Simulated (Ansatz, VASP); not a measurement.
One calculation of KF, two programs

File POSCAR:

```
KF
1.0
    0.0000000000      2.6855501609      2.6855501609
    2.6855501609      0.0000000000      2.6855501609
    2.6855501609      2.6855501609      0.0000000000
K F
1 1
Direct
    0.0000000000      0.0000000000      0.0000000000
    0.5000000000      0.5000000000      0.5000000000
```

INCAR.step1

```
PREC = Accurate ; ENCUT = 520
ISMEAR = 0 ; SIGMA = 0.01
LREAL = F ; LASPH = T
NELM = 60 ; NBANDS = 15
GGA = PE ; ALGO = Normal
EDIFF = 1E-4 ; LWAVE = T
LCHARG = F
```

File INCAR.step2:

```
PREC = Accurate ; ENCUT = 520
EDIFF = 1E-6 ; ISMEAR = 0
SIGMA = 0.01 ; LREAL = F
LASPH = T ; NELM = 60
ALGO = Normal ; ISIF = 2
LWAVE = F ; LCHARG = T
METAGGA = R2SCAN ; LMIXTAU = T
LELF = T ; LVHAR = T
NBANDS = 15 ; ISTART = 1
```

File KPOINTS:

```
Automatic mesh
0
Gamma
  8 8 8
```

Input for Ansatz:

```yaml
crystal:
  lattice:
    - [0.0, 2.6855501609, 2.6855501609]
    - [2.6855501609, 0.0, 2.6855501609]
    - [2.6855501609, 2.6855501609, 0.0]
  atoms:
    - { symbol: K, position: [0.0, 0.0, 0.0] }
    - { symbol: F, position: [0.5, 0.5, 0.5] }
kpoints:
  mp_grid: { grid: [8, 8, 8] }
  band_path:
    path:
      - [0.0, 0.0, 0.0]
      - [0.5, 0.0, 0.5]
      - [0.625, 0.25, 0.625]
      - [0.375, 0.375, 0.75]
      - [0.5, 0.5, 0.5]
      - [0.5, 0.25, 0.75]
    npoints: 1
hamiltonian:
  xc: r2scan
scf:
  occupations: { method: fixed }
  n_extra_bands: 4
output:
  forces: true
  stress: true
  eigenvalues: true
```

Change from the starting cell: hydrostatic strain +1.0%.

Alike in both runs: task single point; functional r2SCAN; k mesh 8 × 8 × 8; no spin polarisation.

```csv
,VASP,Ansatz
version,VASP 6.6.1,Ansatz 0.2.0
potentials or method,"VASP PAW PBE potentials, release 64 (K_sv, F)","plane waves, PAW"
plane-wave cutoff (eV),520,500
occupations,"gaussian, width 0.01 eV",fixed
valence electrons in the cell,16,16
```

|  | VASP | Ansatz | Ansatz less VASP |
| --- | --- | --- | --- |
| gap on the k mesh at the Fermi level (eV) | 6.75 | 6.75 | +0.001 |
| pressure (GPa) | -1.0 | -1.0 | +0.04 |

VASP's potentials were made for PBE, not for r2SCAN.
